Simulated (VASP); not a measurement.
## P: single point with PBEsol

P:

```xyz
2
Lattice="-1.7423 2.5906 1.8868 1.7423 -2.5906 1.8868 1.7423 2.5906 -1.8868" Properties=species:S:1:pos:R:3 pbc="T T T"
P     0.0000    3.8859    0.2012
P     1.7423   -1.2953    1.6857
```

This cell differs from its parent crystal: strain +0.030 along x and y, +0.015 along z.

```yaml
Program: VASP 6.6.1
Task: single point
Functional: PBEsol
Potentials_or_basis: VASP PAW PBE potentials, release 64 (P)
Cutoff: 520 eV
k_mesh: 18 × 18 × 18
Occupations: gaussian, width 0.15 eV
Spin: no spin polarisation
Dipole_correction: no
Further_INCAR_settings: ALGO = Normal; EDIFF = 1e-06; NBANDS = 12
```

```
Pressure               : -7.3 GPa
Largest force          : 0.042 eV/Å
Band gap on the k mesh : zero (bands 5 and 6 overlap by 1.07 eV)
```

Forces in eV/Å, atoms in the order of the input:
```
P    0.000  0.000  0.042
P    0.000  0.000 -0.042
```

Stress tensor (GPa, compression positive):
```
-8.18  0.00  0.00
 0.00 -8.54  0.00
 0.00  0.00 -5.13
```

Levels at points of the mesh, in eV from the Fermi level:
| k point | band 3 | band 4 | band 5 | band 6 | band 7 | band 8 |
| --- | --- | --- | --- | --- | --- | --- |
| (0.00, 0.00, 0.00) | -2.79 | -2.77 | -1.88 | 1.54 | 2.32 | 4.05 |
| (0.50, 0.00, 0.00) | -3.04 | -1.63 | -1.33 | 0.15 | 0.86 | 1.64 |
| (0.00, 0.50, 0.00) | -6.23 | -5.07 | -4.67 | 0.72 | 6.57 | 6.58 |
| (0.50, 0.50, 0.00) | -3.02 | -3.02 | -0.12 | -0.12 | 0.45 | 0.45 |
| (0.50, 0.50, 0.50) | -7.67 | -4.81 | -4.73 | 0.41 | 6.19 | 7.89 |

Run time: 2.7 min on 1 thread of Intel(R) Xeon(R) Platinum 8488C (Sapphire Rapids) (shared host), peak memory 0.36 GiB.

Caveat: the cell differs from its parent crystal (strain +0.030 along x and y, +0.015 along z); the cell stands under tension; the PAW data sets were made with another functional, which shifts forces and pressure a little.
